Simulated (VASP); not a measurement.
Wanted: the native input for a VASP 6.6.1 run.

| Property | Result |
| --- | --- |
| Task | single point |
| Functional | r2SCAN |
| Potentials or basis | VASP PAW PBE potentials, release 64 (Ga_d) |
| Cutoff | 520 eV |
| k mesh | 8 × 8 × 7 |
| Occupations | fermi-dirac, width 0.6 eV |
| Spin | no spin polarisation |
| Dipole correction | no |
| Further INCAR settings | ALGO = Normal; EDIFF = 1e-06; NBANDS = 34 |

Crystal: Ga.

```
Ga
1.0
     2.23185   -3.79323    0.00000
     2.23185    3.79323    0.00000
     0.00000    0.00000    4.53464
Ga
4
Direct
  0.84423 0.15577 0.08558
  0.65577 0.34423 0.58558
  0.15577 0.84423 0.91442
  0.34423 0.65577 0.41442
```

The input as run:

POSCAR

```
Ga
1.0
    2.2318501700     -3.7932285796      0.0000000000
    2.2318501700      3.7932285796      0.0000000000
    0.0000000000      0.0000000000      4.5346411306
Ga
4
Direct
    0.8442341977      0.1557658023      0.0855794111
    0.6557658023      0.3442341977      0.5855794111
    0.1557658023      0.8442341977      0.9144205889
    0.3442341977      0.6557658023      0.4144205889
```

INCAR.step1

```
  ALGO = Normal
  EDIFF = 1E-4
  ENCUT = 520
  GGA = PE
  ISMEAR = -1
  LASPH = T
  LCHARG = F
  LREAL = F
  LWAVE = T
  NBANDS = 34
  NELM = 100
  PREC = Accurate
  SIGMA = 0.6
```

INCAR.step2

```
  ALGO = Normal
  EDIFF = 1E-6
  ENCUT = 520
  ISIF = 2
  ISMEAR = -1
  ISTART = 1
  LASPH = T
  LCHARG = F
  LMIXTAU = T
  LREAL = F
  LWAVE = F
  METAGGA = R2SCAN
  NBANDS = 34
  NELM = 100
  PREC = Accurate
  SIGMA = 0.6
```

KPOINTS

```
k-points
0
Gamma
  8 8 7
```

Potentials or basis: VASP PAW PBE potentials, release 64 (Ga_d).

Launch:

```sh
$ cat potpaw_PBE.64/Ga_d/POTCAR > POTCAR
$ cp INCAR.step1 INCAR
$ mpirun -np 1 vasp_std > vasp.out
$ cp INCAR.step2 INCAR
$ mpirun -np 1 vasp_std > vasp.out
```

Results of the run:

| Item | Value |
| --- | --- |
| Pressure | 2.1 GPa |
| Largest force | 0.071 eV/Å |
| Band gap on the k mesh | zero (bands 26 and 27 overlap by 1.04 eV) |

Caveat: so wide a smearing shifts energies and pressures; the PAW data sets were made with another functional, which shifts forces and pressure a little.

It took 11 min on 1 thread of Oxide Virtual Turin-like Processor, with other jobs on the host, peak memory 0.28 GiB.
